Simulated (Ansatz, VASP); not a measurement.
**One calculation of BAs, two programs**

INCAR

```
SYSTEM = BAs
PREC     = Accurate       ! precision mode
ENCUT    = 500            ! plane-wave cutoff, eV
EDIFF    = 1E-6           ! SCF threshold, eV
ISMEAR   = 0              ! smearing method
SIGMA    = 0.01           ! smearing width, eV
LREAL    = .False.        ! projectors in reciprocal space
LASPH    = .True.         ! aspherical terms in the spheres
NELM     = 120            ! most SCF steps
ALGO     = Normal         ! electronic algorithm
ISIF     = 2              ! what is computed and relaxed
LWAVE    = .False.        ! write WAVECAR
LCHARG   = .False.        ! write CHGCAR
NBANDS   = 11             ! bands
GGA_COMPAT= .False.
```

The input KPOINTS:

```
Automatic mesh
0
Gamma
  8 8 8
  0 0 0
```

The input POSCAR:

```
BAs
1.0
    0.0000000000      2.3423282247      2.3423282247
    2.3423282247      0.0000000000      2.3423282247
    2.3423282247      2.3423282247      0.0000000000
B As
1 1
Direct
    0.0000000000      0.0000000000      0.0000000000
    0.2500000000      0.2500000000      0.2500000000
```

Input for Ansatz:

```yaml
crystal:
  lattice:
    - [0.0, 2.3423282247, 2.3423282247]
    - [2.3423282247, 0.0, 2.3423282247]
    - [2.3423282247, 2.3423282247, 0.0]
  atoms:
    - { symbol: B, position: [0.0, 0.0, 0.0] }
    - { symbol: As, position: [0.25, 0.25, 0.25] }
basis:
  ecutwfc: 420
kpoints:
  mp_grid: { grid: [8, 8, 8] }
  band_path:
    path:
      - [0.0, 0.0, 0.0]
      - [0.0, 0.0, 0.0]
      - [0.0, 0.0, 0.0]
      - [0.0, 0.0, 0.0]
      - [0.0, 0.0, 0.0]
      - [0.0, 0.0, 0.0]
      - [0.0, 0.0, 0.0]
      - [0.0, 0.0, 0.0]
      - [0.0, 0.0, 0.0]
      - [0.0, 0.0, 0.0]
      - [0.0, 0.0, 0.0]
      - [0.0, 0.0, 0.0]
      - [0.0, 0.0, 0.0]
      - [0.0, 0.0, 0.0]
      - [0.0, 0.0, 0.0]
      - [0.0, 0.0, 0.0]
      - [0.0, 0.0, 0.0]
      - [0.0, 0.0, 0.0]
      - [0.0, 0.0, 0.0]
      - [0.0, 0.0, 0.0]
      - [0.0, 0.0, 0.0]
      - [0.0, 0.0, 0.0]
      - [0.0, 0.0, 0.0]
      - [0.0, 0.0, 0.0]
      - [0.0, 0.0, 0.0]
      - [0.0, 0.0, 0.0]
      - [0.3, 0.3, 0.0]
      - [0.3166666667, 0.3166666667, 0.0]
      - [0.3333333333, 0.3333333333, 0.0]
      - [0.35, 0.35, 0.0]
      - [0.3666666667, 0.3666666667, 0.0]
      - [0.3833333333, 0.3833333333, 0.0]
      - [0.4, 0.4, 0.0]
      - [0.4166666667, 0.4166666667, 0.0]
      - [0.4333333333, 0.4333333333, 0.0]
      - [0.45, 0.45, 0.0]
      - [0.4666666667, 0.4666666667, 0.0]
      - [0.4833333333, 0.4833333333, 0.0]
      - [0.5, 0.5, 0.0]
      - [0.5, 0.5, 0.5]
      - [0.5, 0.5, 0.5]
      - [0.5, 0.5, 0.5]
      - [0.5, 0.5, 0.5]
      - [0.5, 0.5, 0.5]
      - [0.5, 0.5, 0.5]
      - [0.5, 0.5, 0.5]
      - [0.5, 0.5, 0.5]
      - [0.5, 0.5, 0.5]
      - [0.5, 0.5, 0.5]
      - [0.5, 0.5, 0.5]
      - [0.5, 0.5, 0.5]
      - [0.5, 0.5, 0.5]
    npoints: 1
hamiltonian:
  xc: lda
  pseudopotentials: { kind: paw, azcp: { folder: soft_1 } }
scf:
  occupations: { method: fixed }
  n_extra_bands: 5
output:
  eigenvalues: true
```

Alike in both runs: task single point; functional LDA; k mesh 8 × 8 × 8; no spin polarisation.

|  | VASP | Ansatz |
| --- | --- | --- |
| version | VASP 6.6.1 | Ansatz 0.2.0 |
| potentials or method | VASP PAW LDA potentials, release 64 (B, As), cutoff 500 eV | scalar-relativistic, plane waves, PAW |
| occupations | gaussian, width 0.01 eV | fixed |
| valence electrons in the cell | 8 | 18 |

Ansatz gave:

- gap on the k mesh at the Fermi level (eV): 1.10
- least direct gap on the mesh (eV): 3.33

Task: Estimate VASP's values.

Result: gap on the k mesh at the Fermi level (eV): 1.09; least direct gap on the mesh (eV): 3.33.

Ansatz warns that its potentials were made for another functional, while VASP's fit it. LDA's correlation is that of Perdew and Zunger in VASP and of Perdew and Wang (1992) in Ansatz. VASP's potentials hold 8 valence electrons a cell and Ansatz's 18, so a difference there can come from the potentials and not from the codes.
